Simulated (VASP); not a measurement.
# CS2 in VASP: a series of runs

Runs on CS2. Level: PBE+D3(BJ). Tasks: single point.

All numbers are computed with VASP 6.6.1; they aren't measurements. Logs are shortened: lines on timing, memory, paths and dates and some standing lists are left out, and cuts for length are marked.

## 1. The cell of the first run

The cell holds a disordered packing, 18 atoms: a = 8.434 Å, b = 8.434 Å, c = 8.434 Å, α = 90.00°, β = 90.00°, γ = 90.00°.

## 2. Single point, PBE+D3(BJ)

INCAR

```
ALGO = Normal
EDIFF = 1E-7
ENCUT = 520
GGA = PE
ISIF = 2
ISMEAR = -1
IVDW = 12
LASPH = True
LCHARG = False
LREAL = Auto
LWAVE = False
NBANDS = 63
NELM = 60
PREC = Accurate
SIGMA = 0.02
```

KPOINTS

```
k-points
0
Gamma
  1 1 1
```

POSCAR

```
CS2
1.0
    8.4343270000      0.0000000000      0.0000000000
    0.0000000000      8.4343270000      0.0000000000
    0.0000000000      0.0000000000      8.4343270000
S C
12 6
Direct
    0.8157847040      0.2024322829      1.0540193754
    1.0320032093      0.4159288519      0.8412150227
    0.8220734923      0.6384115852      0.4220783830
    0.8344351062      0.9556303496      0.6129837847
    0.5141396160      0.9183290157      0.9180700205
    0.2504970744      0.7928352981      0.6901683585
    0.5007144244      0.2043630264      0.4487019856
    0.2440504053      0.4374855326      0.3177312509
    0.3825639693      0.2870189338      0.9185875837
    0.6373046752      0.5452390177      0.8387308953
    0.4008698693      0.8311515464      0.3439625976
    0.1227213308      0.8047387161      0.1004126840
    0.9233278753      0.3090558770      0.9469698801
    0.8276983943      0.7973500152      0.5167259625
    0.3809681524      0.8558509853      0.8057205973
    0.3721871277      0.3215199925      0.3842485345
    0.5105672903      0.4157282626      0.8788657456
    0.2626094837      0.8189318110      0.2209282382
```

Potentials or basis: VASP PAW PBE potentials, release 64 (S, C).

Started as:

```
$ cat potpaw_PBE.64/S/POTCAR potpaw_PBE.64/C/POTCAR > POTCAR
$ mpirun -np 1 vasp_gam > vasp.out
```

OUTCAR:

```text
EDIFF = 1E-7
   ENCUT = 520
   GGA = PE
   ISIF = 2
   ISMEAR = -1
   IVDW = 12
   LASPH = True
   LREAL = Auto
   NELM = 60
   PREC = Accurate
 IVDW          = 12

 ion  position               nearest neighbor table
   1  0.816  0.202  0.054-  13 1.56
   2  0.032  0.416  0.841-  13 1.56
   3  0.822  0.638  0.422-  14 1.56
   4  0.834  0.956  0.613-  14 1.56
   5  0.514  0.918  0.918-  15 1.56
   6  0.250  0.793  0.690-  15 1.56
   7  0.501  0.204  0.449-  16 1.56
   8  0.244  0.437  0.318-  16 1.56
   9  0.383  0.287  0.919-  17 1.57
  10  0.637  0.545  0.839-  17 1.57
  11  0.401  0.831  0.344-  18 1.56
  12  0.123  0.805  0.100-  18 1.56
  13  0.923  0.309  0.947-   1 1.56   2 1.56
  14  0.828  0.797  0.517-   3 1.56   4 1.56
  15  0.381  0.856  0.806-   5 1.56   6 1.56
  16  0.372  0.322  0.384-   8 1.56   7 1.56
  17  0.511  0.416  0.879-  10 1.57   9 1.57
  18  0.263  0.819  0.221-  12 1.56  11 1.56

  LATTYP: Found a simple cubic cell.
 ALAT       =     8.4343270000

  Lattice vectors:

 A1 = (   8.4343270000,   0.0000000000,   0.0000000000)
 A2 = (   0.0000000000,   8.4343270000,   0.0000000000)
 A3 = (   0.0000000000,   0.0000000000,   8.4343270000)

Analysis of symmetry for initial positions (statically):
=====================================================================
 Subroutine PRICEL returns:
 Original cell was already a primitive cell.

 Routine SETGRP: Setting up the symmetry group for a
 simple cubic supercell.

 Subroutine GETGRP returns: Found  1 space group operations
 (whereof  1 operations were pure point group operations)
 out of a pool of 48 trial point group operations.

The static configuration has the point symmetry C_1 .

Analysis of symmetry for dynamics (positions and initial velocities):
=====================================================================
 Subroutine PRICEL returns:
 Original cell was already a primitive cell.

 Routine SETGRP: Setting up the symmetry group for a
 simple cubic supercell.

 Subroutine GETGRP returns: Found  1 space group operations
 (whereof  1 operations were pure point group operations)
 out of a pool of 48 trial point group operations.

The dynamic configuration has the point symmetry C_1 .

 Subroutine INISYM returns: Found  1 space group operations
 (whereof  1 operations are pure point group operations),
 and found     1 'primitive' translations

----------------------------------------------------------------------------------------

                                     Primitive cell

  volume of cell :     600.0001

  direct lattice vectors                    reciprocal lattice vectors
     8.434327000  0.000000000  0.000000000     0.118563105  0.000000000  0.000000000
     0.000000000  8.434327000  0.000000000     0.000000000  0.118563105  0.000000000
     0.000000000  0.000000000  8.434327000     0.000000000  0.000000000  0.118563105

  length of vectors
     8.434327000  8.434327000  8.434327000     0.118563105  0.118563105  0.118563105

  position of ions in fractional coordinates (direct lattice)
     0.815784704  0.202432283  0.054019375
     0.032003209  0.415928852  0.841215023
     0.822073492  0.638411585  0.422078383
     0.834435106  0.955630350  0.612983785
     0.514139616  0.918329016  0.918070020
     0.250497074  0.792835298  0.690168359
[... 10 lines left out ...]
     0.510567290  0.415728263  0.878865746
     0.262609484  0.818931811  0.220928238

  ion indices of the primitive-cell ions
   primitive index   ion index
                 1           1
                 2           2
                 3           3
                 4           4
                 5           5
                 6           6
[... 10 lines left out ...]
                17          17
                18          18

----------------------------------------------------------------------------------------

 KPOINTS: k-points

Automatic generation of k-mesh.
 Grid dimensions read from file:
 generate k-points for:    1    1    1

 Generating k-lattice:

  Cartesian coordinates                     Fractional coordinates (reciprocal lattice)
     0.118563105  0.000000000  0.000000000     1.000000000  0.000000000  0.000000000
     0.000000000  0.118563105  0.000000000     0.000000000  1.000000000  0.000000000
     0.000000000  0.000000000  0.118563105     0.000000000  0.000000000  1.000000000

  Length of vectors
     0.118563105  0.118563105  0.118563105

  Shift w.r.t. Gamma in fractional coordinates (k-lattice)
     0.000000000  0.000000000  0.000000000

 Subroutine IBZKPT returns following result:
 ===========================================

 Found      1 irreducible k-points:

 Following reciprocal coordinates:
            Coordinates               Weight
  0.000000  0.000000  0.000000      1.000000
   k-points           NKPTS =      1   k-points in BZ     NKDIM =      1   number of bands    NBANDS=     63
   number of dos      NEDOS =    301   number of ions     NIONS =     18
   total plane-waves  NPLWV = 262144
   dimension x,y,z NGX =    64 NGY =   64 NGZ =   64
   dimension x,y,z NGXF=   128 NGYF=  128 NGZF=  128
   ions per type =              12   6
   NGX,Y,Z   is equivalent  to a cutoff of  12.61, 12.61, 12.61 a.u.
   NGXF,Y,Z  is equivalent  to a cutoff of  25.23, 25.23, 25.23 a.u.
 SYSTEM =  unknown system
   PREC   = accura    normal or accurate (medium, high low for compatibility)
   ISTART =      0    job   : 0-new  1-cont  2-samecut
   ICHARG =      2    charge: 1-file 2-atom 10-const
   ISPIN  =      1    spin polarized calculation?
   LNONCOLLINEAR =      F non collinear calculations
   LSORBIT =      F    spin-orbit coupling
   LASPH  =      T    aspherical Exc in radial PAW
   ENCUT  =  520.0 eV  38.22 Ry    6.18 a.u.  15.68 15.68 15.68*2*pi/ulx,y,z
   NELM   =     60;   NELMIN=  2; NELMDL= -5     # of ELM steps
   EDIFF  = 0.1E-06   stopping-criterion for ELM
   LREAL  =      T    real-space projection
   EDIFFG = 0.1E-05   stopping-criterion for IOM
   NSW    =      0    number of steps for IOM
   IBRION =     -1    ionic relax: 0-MD 1-quasi-New 2-CG
   NFREE  =      0    steps in history (QN), initial steepest desc. (CG)
   ISIF   =      2    stress and relaxation
   ISYM   =      2    0-nonsym 1-usesym 2-fastsym
   POTIM  = 0.5000    time-step for ionic-motion
   TEBEG  =    0.0;   TEEND  =   0.0 temperature during run
   PSTRESS=    0.0 pullay stress
   NELECT =      96.0000    total number of electrons
   NUPDOWN=      -1.0000    fix difference up-down
   EMIN   =  10.00;   EMAX   =-10.00  energy-range for DOS
   EFERMI =   0.00;   METHOD = LEGACY
   ISMEAR =    -1;   SIGMA  =   0.02  broadening in eV -4-tet -1-fermi 0-gaus
   EFERMI_NEDOS =   21; number of points for ismear=-14 and -15
   IALGO  =     38    algorithm
   IMIX   =      4    mixing-type and parameters
     AMIX     =   0.40;   BMIX     =  1.00
     AMIX_MAG =   1.60;   BMIX_MAG =  1.00
  volume/ion in A,a.u.               =      33.33       224.94
  Fermi-wavevector in a.u.,A,eV,Ry     =   0.888754  1.679501 10.747015  0.789883
  Thomas-Fermi vector in A             =   2.010225
   LORBIT       =      0    0 simple, 1 ext, 2 COOP (PROOUT), +10 PAW based schemes
   GGA     = PE    functional components
   LHFCALC =     F    Hartree Fock is set to
   AEXX    =    0.0000 exact exchange contribution
   IVDW    =    12    specifies the selected vdW correction
   LEPSILON=     F    determine dielectric tensor
   LRPA    =     F    only Hartree local field effects (RPA)
 non-spin polarized calculation
  energy-cutoff  :      520.00
  volume of cell :      600.00
 maximum number of plane-waves:      8068
 NGX is ok and might be reduce to    64
   NGX = 31   NGY = 31   NGZ = 31

 number of electron      95.9999997 magnetization

 Free energy of the ion-electron system (eV)
  ---------------------------------------------------
  ext. energy  EPLUGINS =         0.00000000
  ---------------------------------------------------
  free energy    TOTEN  =      -100.14733855 eV

  energy without entropy =     -100.14733855  energy(sigma->0) =     -100.14733855

 E-fermi :  -1.2620     XC(G=0):  -6.4217

 val. band max:       -1.7784201238   @ k =   0.0000   0.0000   0.0000
 cond. band min:       1.4924348939   @ k =   0.0000   0.0000   0.0000
 fundamental gap:      3.2708550177
 Fermi energy:        -1.2619742607

 k-point     1 :       0.0000    0.0000    0.0000
  band No.  band energies     occupation
      1     -16.7632      2.00000
      2     -16.7019      2.00000
      3     -16.6470      2.00000
      4     -16.5445      2.00000
      5     -16.4625      2.00000
      6     -16.3077      2.00000
[... 52 lines left out ...]
     59       2.2754      0.00000
     60       2.5974      0.00000
 [bands above 60 left out]

------------------------ aborting loop because EDIFF is reached ----------------------------------------

 Edisp (eV)   -2.16998

 E8    (eV) :    -0.7278

  FORCE on cell =-STRESS in cart. coord.  units (eV):
  Direction    XX          YY          ZZ          XY          YZ          ZX
  --------------------------------------------------------------------------------------
  -------------------------------------------------------------------------------------
  Total      -4.38879    -3.24103    -3.72694    -1.05792     0.07034    -0.45666
  in kB     -11.71936    -8.65450    -9.95202    -2.82495     0.18783    -1.21942
  external pressure =      -10.11 kB  Pullay stress =        0.00 kB

 VOLUME and BASIS-vectors are now :
 -----------------------------------------------------------------------------
  energy-cutoff  :      520.00
  volume of cell :      600.00
      direct lattice vectors                 reciprocal lattice vectors
     8.434327000  0.000000000  0.000000000     0.118563105  0.000000000  0.000000000
     0.000000000  8.434327000  0.000000000     0.000000000  0.118563105  0.000000000
     0.000000000  0.000000000  8.434327000     0.000000000  0.000000000  0.118563105

 POSITION                                       TOTAL-FORCE (eV/Angst)
 -----------------------------------------------------------------------------------
      6.88059      1.70738      0.45562         0.237006      0.184442     -0.205286
      0.26993      3.50808      7.09508        -0.117842     -0.224645      0.215885
      6.93364      5.38457      3.55995         0.016247      0.240542      0.137454
      7.03790      8.06010      5.17011        -0.017144     -0.257508     -0.163386
      4.33642      7.74549      7.74330        -0.189086     -0.062265     -0.170052
      2.11277      6.68703      5.82111         0.203547      0.117567      0.132485
[... 10 lines left out ...]
      4.30629      3.50639      7.41264         0.034491      0.022271      0.001150
      2.21493      6.90714      1.86338         0.038245      0.031207     -0.026132
 -----------------------------------------------------------------------------------
    total drift:                               -0.003135     -0.003928      0.006518

  FREE ENERGIE OF THE ION-ELECTRON SYSTEM (eV)
  ---------------------------------------------------
  free  energy   TOTEN  =      -102.3173220821 eV

  energy  without entropy=     -102.3173220821  energy(sigma->0) =     -102.31732208
```

Run time: 35 s. Hardware: 1 thread of AMD EPYC 9R45 (Zen 5), shared host; peak memory 0.48 GiB.

What came out:

| Quantity | Value |
| --- | --- |
| Free energy | -102.3173 eV |
| Pressure | -1.0 GPa |
| Largest force | 0.560 eV/Å |
| Dispersion energy per atom | -0.121 eV |

Forces on the atoms (eV/Å):
```
S    0.237  0.184 -0.205
S   -0.118 -0.225  0.216
S    0.016  0.241  0.137
S   -0.017 -0.258 -0.163
S   -0.189 -0.062 -0.170
S    0.204  0.118  0.132
S   -0.248  0.265 -0.129
S    0.282 -0.238  0.127
S    0.308  0.355 -0.106
S   -0.419 -0.365  0.068
S   -0.226 -0.021 -0.167
S    0.180  0.017  0.184
C   -0.077  0.012  0.023
C    0.036  0.012  0.006
C   -0.008 -0.068  0.041
C   -0.033 -0.020  0.030
C    0.034  0.022  0.001
C    0.038  0.031 -0.026
```

Caveat: the k points lie up to 0.74 Å⁻¹ apart.

## 3. Single point, PBE+D3(BJ)

INCAR

```
SYSTEM = CS2
ALGO = Normal
EDIFF = 1E-6
ENCUT = 520
GGA = PE
ISIF = 2
ISMEAR = -1
IVDW = 12
LASPH = .True.
LCHARG = .False.
LREAL = Auto
LWAVE = .False.
NBANDS = 63
NELM = 60
PREC = Accurate
SIGMA = 0.02
```

KPOINTS

```
k-points
0
Gamma
  1 1 1
  0 0 0
```

POSCAR

```
CS2
1.0
    8.4343270000      0.0000000000      0.0000000000
    0.0000000000      8.4343270000      0.0000000000
    0.0000000000      0.0000000000      8.4343270000
S C
12 6
Direct
    0.8213340555      0.1992571547      1.0481215632
    1.0116159831      0.4649333610      0.8534883696
    0.8145878148      0.6385334598      0.4451570351
    0.8388339698      0.9719447681      0.6011030874
    0.5348737368      0.9304002560      0.9253020425
    0.2654390801      0.8215948943      0.7006131017
    0.5290641447      0.1925109140      0.4395015749
    0.2963721942      0.4413630157      0.2995259728
    0.3623881313      0.2767974256      0.8973804312
    0.6103984349      0.5496348434      0.8449755387
    0.4030671327      0.8248553797      0.3545392537
    0.1336680449      0.7887054889      0.0950046163
    0.9101141087      0.3354861627      0.9555356343
    0.8196860283      0.8032413256      0.5270011466
    0.3946254396      0.8796315343      0.8146233837
    0.4162750626      0.3241752424      0.3707112613
    0.4927956908      0.4046321657      0.8731461325
    0.2736436470      0.8088967857      0.2234795971
```

Potentials or basis: VASP PAW PBE potentials, release 64 (S, C).

Started as:

```
$ cat potpaw_PBE.64/S/POTCAR potpaw_PBE.64/C/POTCAR > POTCAR
$ mpirun -np 1 vasp_gam > vasp.out
```

OUTCAR:

```text
SYSTEM = CS2
   EDIFF = 1E-6
   ENCUT = 520
   GGA = PE
   ISIF = 2
   ISMEAR = -1
   IVDW = 12
   LASPH = .True.
   LREAL = Auto
   NELM = 60
   PREC = Accurate
 IVDW          = 12

 ion  position               nearest neighbor table
   1  0.821  0.199  0.048-  13 1.58
   2  0.012  0.465  0.853-  13 1.63
   3  0.815  0.639  0.445-  14 1.55
   4  0.839  0.972  0.601-  14 1.56
   5  0.535  0.930  0.925-  15 1.57
   6  0.265  0.822  0.701-  15 1.53
   7  0.529  0.193  0.440-  16 1.57
   8  0.296  0.441  0.300-  16 1.54
   9  0.362  0.277  0.897-  17 1.55
  10  0.610  0.550  0.845-  17 1.59
  11  0.403  0.825  0.355-  18 1.56
  12  0.134  0.789  0.095-  18 1.61
  13  0.910  0.335  0.956-   1 1.58   2 1.63
  14  0.820  0.803  0.527-   3 1.55   4 1.56
  15  0.395  0.880  0.815-   6 1.53   5 1.57
  16  0.416  0.324  0.371-   8 1.54   7 1.57
  17  0.493  0.405  0.873-   9 1.55  10 1.59
  18  0.274  0.809  0.223-  11 1.56  12 1.61

  LATTYP: Found a simple cubic cell.
 ALAT       =     8.4343270000

[... 192 lines left out ...]
 fundamental gap:      2.9957220879
 Fermi energy:        -1.1643238410

 k-point     1 :       0.0000    0.0000    0.0000
  band No.  band energies     occupation
      1     -16.8449      2.00000
      2     -16.7544      2.00000
      3     -16.5577      2.00000
      4     -16.4350      2.00000
      5     -16.4139      2.00000
      6     -16.2191      2.00000
[... 52 lines left out ...]
     59       2.3388      0.00000
     60       2.4503      0.00000
 [bands above 60 left out]

------------------------ aborting loop because EDIFF is reached ----------------------------------------

 Edisp (eV)   -2.18531

 E8    (eV) :    -0.7345

  FORCE on cell =-STRESS in cart. coord.  units (eV):
  Direction    XX          YY          ZZ          XY          YZ          ZX
  --------------------------------------------------------------------------------------
  -------------------------------------------------------------------------------------
  Total      -5.22739    -4.88660    -4.95443    -3.83615     2.44526     0.87202
  in kB     -13.95868   -13.04868   -13.22980   -10.24364     6.52958     2.32855
  external pressure =      -13.41 kB  Pullay stress =        0.00 kB

 VOLUME and BASIS-vectors are now :
 -----------------------------------------------------------------------------
  energy-cutoff  :      520.00
  volume of cell :      600.00
      direct lattice vectors                 reciprocal lattice vectors
     8.434327000  0.000000000  0.000000000     0.118563105  0.000000000  0.000000000
     0.000000000  8.434327000  0.000000000     0.000000000  0.118563105  0.000000000
     0.000000000  0.000000000  8.434327000     0.000000000  0.000000000  0.118563105

 POSITION                                       TOTAL-FORCE (eV/Angst)
 -----------------------------------------------------------------------------------
      6.92740      1.68060      0.40587         0.541940      1.060418     -0.533015
      0.09797      3.92140      7.19860        -1.437391     -2.034288      1.609667
      6.87050      5.38560      3.75460        -0.153713     -0.188875      0.014109
      7.07500      8.19770      5.06990        -0.135211     -0.250061      0.058933
      4.51130      7.84730      7.80430        -0.488581     -0.129408     -0.240588
      2.23880      6.92960      5.90920        -0.982939     -0.299303     -0.740372
[... 10 lines left out ...]
      4.15640      3.41280      7.36440         0.669981      1.499483     -0.349520
      2.30800      6.82250      1.88490        -1.542298     -0.135358     -1.295952
 -----------------------------------------------------------------------------------
    total drift:                                0.010683     -0.025048     -0.008665

  FREE ENERGIE OF THE ION-ELECTRON SYSTEM (eV)
  ---------------------------------------------------
  free  energy   TOTEN  =      -101.8996067683 eV

  energy  without entropy=     -101.8996067683  energy(sigma->0) =     -101.89960677
```

Run time: 31 s. Hardware: 1 thread of AMD EPYC 9R45 (Zen 5), shared host; peak memory 0.48 GiB.

What came out:

```yaml
Free_energy: -101.8996 eV
Pressure: -1.3 GPa
Largest_force: 2.966 eV/Å
Dispersion_energy_per_atom: -0.121 eV
```

Forces on the atoms (eV/Å):
```
S    0.542  1.060 -0.533
S   -1.437 -2.034  1.610
S   -0.154 -0.189  0.014
S   -0.135 -0.250  0.059
S   -0.489 -0.129 -0.241
S   -0.983 -0.299 -0.740
S   -0.270  0.543 -0.188
S   -0.431  0.532 -0.304
S    0.043  0.039  0.063
S   -0.835 -1.367  0.328
S   -0.004  0.148 -0.186
S    1.659  0.308  1.532
C    1.057  0.864 -1.080
C    0.396  0.406 -0.097
C    1.311  0.182  0.932
C    0.603 -1.177  0.474
C    0.670  1.499 -0.350
C   -1.542 -0.135 -1.296
```

Stress tensor (GPa, compression positive):
```
-1.40 -1.02  0.23
-1.02 -1.30  0.65
 0.23  0.65 -1.32
```

Caveat: the k points lie up to 0.74 Å⁻¹ apart.
